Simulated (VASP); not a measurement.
Input of a VASP 6.6.1 run:

The input INCAR:

```
SYSTEM = Ni
ALGO     = Normal         ! electronic algorithm
EDIFF    = 1E-6           ! SCF threshold, eV
ENCUT    = 600            ! plane-wave cutoff, eV
GGA      = CA             ! functional
GGA_COMPAT= .FALSE.      
ISIF     = 2              ! what is computed and relaxed
ISMEAR   = -1             ! smearing method
LASPH    = .TRUE.         ! aspherical terms in the spheres
LCHARG   = .TRUE.         ! write CHGCAR
LELF     = .TRUE.         ! ELF
LREAL    = .FALSE.        ! projectors in reciprocal space
LVHAR    = .TRUE.       
LWAVE    = .FALSE.        ! write WAVECAR
NBANDS   = 11             ! bands
NELM     = 120            ! most SCF steps
PREC     = Accurate       ! precision mode
SIGMA    = 0.1            ! smearing width, eV
```

File KPOINTS:

```
k-points
0
G
  16 16 16
  0 0 0
```

POSCAR

```
Ni
1.0
    2.2588386216      0.0000000000      0.0000000000
    0.0000000000      2.2588386216      0.0000000000
    0.0000000000      0.0000000000      2.2588386216
Ni
1
Direct
    0.0000000000      0.0000000000      0.0000000000
```

Potentials or basis: VASP PAW LDA potentials, release 64 (Ni).

Command:

```console
$ cat potpaw_LDA.64/Ni/POTCAR > POTCAR
$ mpirun -np 1 vasp_std > vasp.out
```

(1) What does it give for the band gap on the k mesh?

(2) What does it give for the pressure?

Answers

(1) zero (band 5 reaches 9.15 eV, above the bottom of band 6 at 7.78 eV).

(2) -0.2 GPa.

Caveat: the run has no spin polarisation, though such a crystal can be magnetic.
